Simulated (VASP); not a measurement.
# Ga2F (P6/mmm) in VASP: a series of runs

Runs on Ga2F. Level: PBE. Tasks: single point, relaxation of cell and atoms.

Program: VASP 6.6.1. These are calculated values, not measurements. Logs are shortened: lines on timing, memory, paths and dates and some standing lists are left out, and cuts for length are marked.

## Step 1: The cell of the first run

Symmetry: P6/mmm, No. 191, hexagonal system. Conventional cell: a = 4.589 Å, b = 4.589 Å, c = 2.729 Å, α = 90.00°, β = 90.00°, γ = 120.00°. Within 3.5 Å of Ga (site symmetry -6m2) lie 5 Ga at 2.65 to 2.73 Å and 6 F at 2.98 Å. F (site symmetry 6/mmm) has 2 F at 2.73 Å and 12 Ga at 2.98 Å within 3.6 Å.

## Step 2: Single point, PBE

The input, INCAR:

```
SYSTEM = Ga2F
PREC = Accurate
ENCUT = 520
EDIFF = 1E-6
ISMEAR = 0
SIGMA = 0.1
LREAL = .False.
LASPH = .True.
NELM = 100
ALGO = Normal
ISIF = 2
LWAVE = .False.
LCHARG = .False.
GGA = PE
NBANDS = 24
```

The input, KPOINTS:

```
regular mesh
0
Gamma
  6 6 6
  0 0 0
```

The input, POSCAR:

```
Ga2F
1.0
    4.5889153996      0.0000000000      0.0000000000
   -2.2944576998      3.9741173119      0.0000000000
    0.0000000000      0.0000000000      2.7290807885
Ga F
2 1
Direct
    0.3333333333      0.6666666667      0.5000000000
    0.6666666667      0.3333333333      0.5000000000
    0.0000000000      0.0000000000      0.0000000000
```

Potentials or basis: VASP PAW PBE potentials, release 64 (Ga_d, F).

Command:

```bash
$ cat potpaw_PBE.64/Ga_d/POTCAR potpaw_PBE.64/F/POTCAR > POTCAR
$ mpirun -np 1 vasp_std > vasp.out
```

OUTCAR:

```text
SYSTEM = Ga2F
   PREC = Accurate
   ENCUT = 520
   EDIFF = 1E-6
   ISMEAR = 0
   LREAL = .False.
   LASPH = .True.
   NELM = 100
   ISIF = 2
   GGA = PE

 ion  position               nearest neighbor table
   1  0.333  0.667  0.500-   2 2.65   2 2.65   2 2.65
   2  0.667  0.333  0.500-   1 2.65   1 2.65   1 2.65
   3  0.000  0.000  0.000-

  LATTYP: Found a hexagonal cell.
 ALAT       =     4.5889153996
 C/A-ratio  =     0.5947115061

  Lattice vectors:

 A1 = (   4.5889153996,   0.0000000000,   0.0000000000)
 A2 = (  -2.2944576998,   3.9741173119,   0.0000000000)
 A3 = (   0.0000000000,   0.0000000000,   2.7290807885)

Analysis of symmetry for initial positions (statically):
=====================================================================
 Subroutine PRICEL returns:
 Original cell was already a primitive cell.

 Routine SETGRP: Setting up the symmetry group for a
 hexagonal supercell.

 Subroutine GETGRP returns: Found 24 space group operations
 (whereof 24 operations were pure point group operations)
 out of a pool of 24 trial point group operations.

The static configuration has the point symmetry D_6h.

Analysis of symmetry for dynamics (positions and initial velocities):
=====================================================================
 Subroutine PRICEL returns:
 Original cell was already a primitive cell.

 Routine SETGRP: Setting up the symmetry group for a
 hexagonal supercell.

 Subroutine GETGRP returns: Found 24 space group operations
 (whereof 24 operations were pure point group operations)
 out of a pool of 24 trial point group operations.

The dynamic configuration has the point symmetry D_6h.

 Subroutine INISYM returns: Found 24 space group operations
 (whereof 24 operations are pure point group operations),
 and found     1 'primitive' translations

----------------------------------------------------------------------------------------

                                     Primitive cell

  volume of cell :      49.7699

  direct lattice vectors                    reciprocal lattice vectors
     4.588915400  0.000000000  0.000000000     0.217916417  0.125814102  0.000000000
    -2.294457700  3.974117312  0.000000000     0.000000000  0.251628204  0.000000000
     0.000000000  0.000000000  2.729080789     0.000000000  0.000000000  0.366423744

  length of vectors
     4.588915400  4.588915400  2.729080789     0.251628204  0.251628204  0.366423744

  position of ions in fractional coordinates (direct lattice)
     0.333333333  0.666666667  0.500000000
     0.666666667  0.333333333  0.500000000
     0.000000000  0.000000000  0.000000000

  ion indices of the primitive-cell ions
   primitive index   ion index
                 1           1
                 2           2
                 3           3

----------------------------------------------------------------------------------------

 KPOINTS: regular mesh

Automatic generation of k-mesh.
 Grid dimensions read from file:
 generate k-points for:    6    6    6

 Generating k-lattice:

  Cartesian coordinates                     Fractional coordinates (reciprocal lattice)
     0.036319403  0.020969017  0.000000000     0.166666667  0.000000000  0.000000000
     0.000000000  0.041938034  0.000000000     0.000000000  0.166666667  0.000000000
     0.000000000  0.000000000  0.061070624     0.000000000  0.000000000  0.166666667

  Length of vectors
     0.041938034  0.041938034  0.061070624

  Shift w.r.t. Gamma in fractional coordinates (k-lattice)
     0.000000000  0.000000000  0.000000000

 Subroutine IBZKPT returns following result:
 ===========================================

 Found     28 irreducible k-points:

 Following reciprocal coordinates:
            Coordinates               Weight
  0.000000  0.000000  0.000000      1.000000
  0.166667  0.000000  0.000000      6.000000
  0.333333  0.000000  0.000000      6.000000
  0.500000  0.000000  0.000000      3.000000
  0.166667  0.166667  0.000000      6.000000
  0.333333  0.166667  0.000000     12.000000
[... 16 lines left out ...]
  0.166667  0.000000  0.500000      6.000000
  0.333333  0.000000  0.500000      6.000000
 [... further k-points ...]
   k-points           NKPTS =     28   k-points in BZ     NKDIM =     28   number of bands    NBANDS=     24
   number of dos      NEDOS =    301   number of ions     NIONS =      3
   total plane-waves  NPLWV =  25920
   dimension x,y,z NGX =    36 NGY =   36 NGZ =   20
   dimension x,y,z NGXF=    72 NGYF=   72 NGZF=   40
   ions per type =               2   1
   NGX,Y,Z   is equivalent  to a cutoff of  13.04, 13.04, 12.18 a.u.
   NGXF,Y,Z  is equivalent  to a cutoff of  26.08, 26.08, 24.37 a.u.
 SYSTEM =  Ga2F
   PREC   = accura    normal or accurate (medium, high low for compatibility)
   ISTART =      0    job   : 0-new  1-cont  2-samecut
   ICHARG =      2    charge: 1-file 2-atom 10-const
   ISPIN  =      1    spin polarized calculation?
   LNONCOLLINEAR =      F non collinear calculations
   LSORBIT =      F    spin-orbit coupling
   LASPH  =      T    aspherical Exc in radial PAW
   ENCUT  =  520.0 eV  38.22 Ry    6.18 a.u.   8.53  8.53  5.07*2*pi/ulx,y,z
   NELM   =    100;   NELMIN=  2; NELMDL= -5     # of ELM steps
   EDIFF  = 0.1E-05   stopping-criterion for ELM
   LREAL  =      F    real-space projection
   EDIFFG = 0.1E-04   stopping-criterion for IOM
   NSW    =      0    number of steps for IOM
   IBRION =     -1    ionic relax: 0-MD 1-quasi-New 2-CG
   NFREE  =      0    steps in history (QN), initial steepest desc. (CG)
   ISIF   =      2    stress and relaxation
   ISYM   =      2    0-nonsym 1-usesym 2-fastsym
   POTIM  = 0.5000    time-step for ionic-motion
   TEBEG  =    0.0;   TEEND  =   0.0 temperature during run
   PSTRESS=    0.0 pullay stress
   NELECT =      33.0000    total number of electrons
   NUPDOWN=      -1.0000    fix difference up-down
   EMIN   =  10.00;   EMAX   =-10.00  energy-range for DOS
   EFERMI =   0.00;   METHOD = LEGACY
   ISMEAR =     0;   SIGMA  =   0.10  broadening in eV -4-tet -1-fermi 0-gaus
   EFERMI_NEDOS =   21; number of points for ismear=-14 and -15
   IALGO  =     38    algorithm
   IMIX   =      4    mixing-type and parameters
     AMIX     =   0.40;   BMIX     =  1.00
     AMIX_MAG =   1.60;   BMIX_MAG =  1.00
  volume/ion in A,a.u.               =      16.59       111.95
  Fermi-wavevector in a.u.,A,eV,Ry     =   1.427547  2.697673 27.727185  2.037891
  Thomas-Fermi vector in A             =   2.547705
   LORBIT       =      0    0 simple, 1 ext, 2 COOP (PROOUT), +10 PAW based schemes
   GGA     = PE    functional components
   LHFCALC =     F    Hartree Fock is set to
   AEXX    =    0.0000 exact exchange contribution
   IVDW    =     0    specifies the selected vdW correction
   LEPSILON=     F    determine dielectric tensor
   LRPA    =     F    only Hartree local field effects (RPA)
 non-spin polarized calculation
 Gauss-broadening in eV      SIGMA  =   0.10
  energy-cutoff  :      520.00
  volume of cell :       49.77
 maximum number of plane-waves:      1366
 NGX is ok and might be reduce to    36
   NGX = 17   NGY = 17   NGZ = 11

 number of electron      32.9999993 magnetization

 Free energy of the ion-electron system (eV)
  ---------------------------------------------------
  ext. energy  EPLUGINS =         0.00000000
  ---------------------------------------------------
  free energy    TOTEN  =        -9.46589960 eV

  energy without entropy =       -9.45698183  energy(sigma->0) =       -9.46144072

 E-fermi :   3.6693     XC(G=0): -10.5114

 val. band max:        3.6673594141   @ k =   0.3333   0.0000   0.0000
 cond. band min:       3.7111880000   @ k =   0.1667   0.0000   0.1667
 fundamental gap:      0.0438285859
 Fermi energy:         3.6693138162

 k-point     1 :       0.0000    0.0000    0.0000
  band No.  band energies     occupation
      1     -17.8642      2.00000
      2     -11.5990      2.00000
      3     -11.4336      2.00000
      4     -11.3622      2.00000
      5     -11.3622      2.00000
      6     -11.2302      2.00000
[... 16 lines left out ...]
     23      18.4504      0.00000
     24      18.9418      0.00000

 k-point     2 :       0.1667    0.0000    0.0000
  band No.  band energies     occupation
      1     -17.8592      2.00000
      2     -11.5931      2.00000
      3     -11.4584      2.00000
      4     -11.3967      2.00000
      5     -11.3665      2.00000
      6     -11.2307      2.00000
[... 16 lines left out ...]
     23      18.2567      0.00000
     24      18.6887      0.00000

 k-point     3 :       0.3333    0.0000    0.0000
  band No.  band energies     occupation
      1     -17.8486      2.00000
      2     -11.5762      2.00000
      3     -11.5031      2.00000
      4     -11.4404      2.00000
      5     -11.3715      2.00000
      6     -11.2356      2.00000
[... 16 lines left out ...]
     23      16.9703      0.00000
     24      17.0025      0.00000

 k-point     4 :       0.5000    0.0000    0.0000
  band No.  band energies     occupation
      1     -17.8433      2.00000
      2     -11.5573      2.00000
      3     -11.5326      2.00000
      4     -11.4571      2.00000
      5     -11.3734      2.00000
      6     -11.2380      2.00000
[... 16 lines left out ...]
     23      15.8548      0.00000
     24      16.2163      0.00000

 k-point     5 :       0.1667    0.1667    0.0000
  band No.  band energies     occupation
      1     -17.8512      2.00000
      2     -11.5817      2.00000
      3     -11.4884      2.00000
      4     -11.4437      2.00000
      5     -11.3525      2.00000
      6     -11.2355      2.00000
[... 16 lines left out ...]
     23      16.8675      0.00000
     24      17.2883      0.00000

 k-point     6 :       0.3333    0.1667    0.0000
  band No.  band energies     occupation
      1     -17.8433      2.00000
      2     -11.5607      2.00000
      3     -11.5228      2.00000
      4     -11.4773      2.00000
      5     -11.3374      2.00000
      6     -11.2403      2.00000
[... 16 lines left out ...]
     23      16.1687      0.00000
     24      17.4052      0.00000
[... 379 lines left out ...]
 k-point    21 :       0.3333    0.3333    0.3333
  band No.  band energies     occupation
      1     -17.6182      2.00000
      2     -11.4822      2.00000
      3     -11.3987      2.00000
      4     -11.3622      2.00000
      5     -11.3622      2.00000
      6     -11.3100      2.00000
[... 16 lines left out ...]
     23      15.0185      0.00000
     24      16.4376      0.00000

 k-point    22 :       0.0000    0.0000    0.5000
  band No.  band energies     occupation
      1     -17.5472      2.00000
      2     -11.4315      2.00000
      3     -11.4315      2.00000
      4     -11.3345      2.00000
      5     -11.3345      2.00000
      6     -11.2608      2.00000
[... 16 lines left out ...]
     23      11.4556      0.00000
     24      11.4556      0.00000

 k-point    23 :       0.1667    0.0000    0.5000
  band No.  band energies     occupation
      1     -17.5456      2.00000
      2     -11.4376      2.00000
      3     -11.4253      2.00000
      4     -11.3660      2.00000
      5     -11.3617      2.00000
      6     -11.2764      2.00000
[... 16 lines left out ...]
     23      11.5022      0.00000
     24      12.3099      0.00000

 k-point    24 :       0.3333    0.0000    0.5000
  band No.  band energies     occupation
      1     -17.5429      2.00000
      2     -11.4489      2.00000
      3     -11.4077      2.00000
      4     -11.4061      2.00000
      5     -11.4055      2.00000
      6     -11.2867      2.00000
[... 16 lines left out ...]
     23      13.2845      0.00000
     24      13.4940      0.00000

 [... further k-points ...]

------------------------ aborting loop because EDIFF is reached ----------------------------------------

  FORCE on cell =-STRESS in cart. coord.  units (eV):
  Direction    XX          YY          ZZ          XY          YZ          ZX
  --------------------------------------------------------------------------------------
  -------------------------------------------------------------------------------------
  Total        0.0595711      0.0595711     -0.0855297      0.0000000     -0.0000000      0.0000000
  in kB        1.9176931      1.9176931     -2.7533424      0.0000000     -0.0000000      0.0000000
  external PRESSURE =       0.3606812 kB  Pullay stress =       0.0000000 kB

 VOLUME and BASIS-vectors are now :
 -----------------------------------------------------------------------------
  energy-cutoff  :      520.00
  volume of cell :       49.77
      direct lattice vectors                 reciprocal lattice vectors
     4.588915400  0.000000000  0.000000000     0.217916417  0.125814102  0.000000000
    -2.294457700  3.974117312  0.000000000     0.000000000  0.251628204  0.000000000
     0.000000000  0.000000000  2.729080789     0.000000000  0.000000000  0.366423744

 POSITION                                       TOTAL-FORCE (eV/Angst)
 -----------------------------------------------------------------------------------
     -0.00000      2.64941      1.36454        -0.000000      0.000000     -0.000000
      2.29446      1.32471      1.36454         0.000000      0.000000      0.000000
      0.00000      0.00000      0.00000        -0.000000      0.000000      0.000000
 -----------------------------------------------------------------------------------
    total drift:                                0.000000      0.000000     -0.000000

  FREE ENERGIE OF THE ION-ELECTRON SYSTEM (eV)
  ---------------------------------------------------
  free  energy   TOTEN  =        -9.4658996011 eV

  energy  without entropy=       -9.4569818300  energy(sigma->0) =       -9.46144072
```

It took 12 s on 1 thread of Intel Xeon 6975P-C (Granite Rapids), shared host; peak memory 0.17 GiB.

What came out:

* Free energy: -9.4659 eV
* Pressure: 0.0 GPa
* Band gap on the k mesh: zero (an odd number of electrons rules out a gap without spin polarisation)

Caveat: the k points lie up to 0.38 Å⁻¹ apart, too coarse for converged energies and pressures of a metal.

## Step 3: Relaxation of cell and atoms, PBE

This run uses another cell than the first one, of 14.30 Å³/atom.

The input, INCAR:

```
SYSTEM = Ga2F
ALGO = Normal
EDIFF = 1E-6
EDIFFG = -0.04
ENCUT = 600
GGA = PE
IBRION = 2
ISIF = 3
ISMEAR = 0
LASPH = .True.
LCHARG = .False.
LREAL = .False.
LWAVE = .False.
NELM = 100
NSW = 90
PREC = Accurate
SIGMA = 0.1
```

The input, KPOINTS:

```
k-points
0
Gamma
  6 6 4
  0 0 0
```

The input, POSCAR:

```
Ga2F
1.0
    3.5800885590      0.0000000000      0.0000000000
   -1.7900442795      3.1004476399      0.0000000000
    0.0000000000      0.0000000000      3.8655441251
Ga F
2 1
Direct
    0.3333333333      0.6666666667      0.5000000000
    0.6666666667      0.3333333333      0.5000000000
    0.0000000000      0.0000000000      0.0000000000
```

Potentials or basis: VASP PAW PBE potentials, release 64 (Ga_d, F).

Command:

```bash
$ cat potpaw_PBE.64/Ga_d/POTCAR potpaw_PBE.64/F/POTCAR > POTCAR
$ mpirun -np 1 vasp_std > vasp.out
```

Run time: 2.4 min. Hardware: 1 thread of Intel Xeon 6975P-C (Granite Rapids), shared host; peak memory 0.18 GiB.

Results (log left out):

```
Free energy                           : -9.4444 eV
Relaxed volume                        : 16.10 Å³/atom
Relaxed cell                          : a = 4.486 Å, b = 4.486 Å, c = 2.773 Å, α = 90.00°, β = 90.00°, γ = 120.00°
Space group after relaxing (to 0.1 Å) : P6/mmm (No. 191)
Pressure after relaxing               : -0.1 GPa
Band gap on the k mesh                : zero (an odd number of electrons rules out a gap without spin polarisation)
```

Stress tensor (GPa, compression positive):
```
 0.04  0.00  0.00
 0.00  0.04  0.00
 0.00  0.00 -0.23
```

Final structure:
```cif
data_structure
_symmetry_space_group_name_H-M 'P 1'
_symmetry_Int_Tables_number 1
_cell_length_a 4.4855
_cell_length_b 4.4855
_cell_length_c 2.7728
_cell_angle_alpha 90.000
_cell_angle_beta 90.000
_cell_angle_gamma 120.000
_cell_volume 48.31
loop_
_atom_site_label
_atom_site_type_symbol
_atom_site_fract_x
_atom_site_fract_y
_atom_site_fract_z
_atom_site_occupancy
Ga1 Ga 0.33333 0.66667 0.50000 1
Ga2 Ga 0.66667 0.33333 0.50000 1
F1 F 0.00000 0.00000 0.00000 1
```

Levels at points of the mesh, in eV from the Fermi level:
| k point | band 15 | band 16 | band 17 | band 18 | band 19 | band 20 |
| --- | --- | --- | --- | --- | --- | --- |
| (0.00, 0.00, 0.00) | -2.29 | -1.73 | -0.62 | -0.62 | 5.84 | 5.84 |
| (0.50, 0.00, 0.00) | -2.41 | -2.26 | 0.16 | 2.01 | 8.16 | 8.16 |
| (0.00, 0.00, 0.50) | -3.07 | -2.71 | 2.42 | 2.42 | 2.62 | 3.21 |
| (0.50, 0.00, 0.50) | -3.33 | -1.70 | -0.26 | -0.24 | 1.19 | 6.16 |

Caveat: the k points lie up to 0.57 Å⁻¹ apart in the final cell, too coarse for converged energies and pressures of a metal; a cell axis changed by over 15 % at a fixed basis, so the end point is rough.

The gap in the log of VASP goes by the Fermi energy; the results here count the filled bands.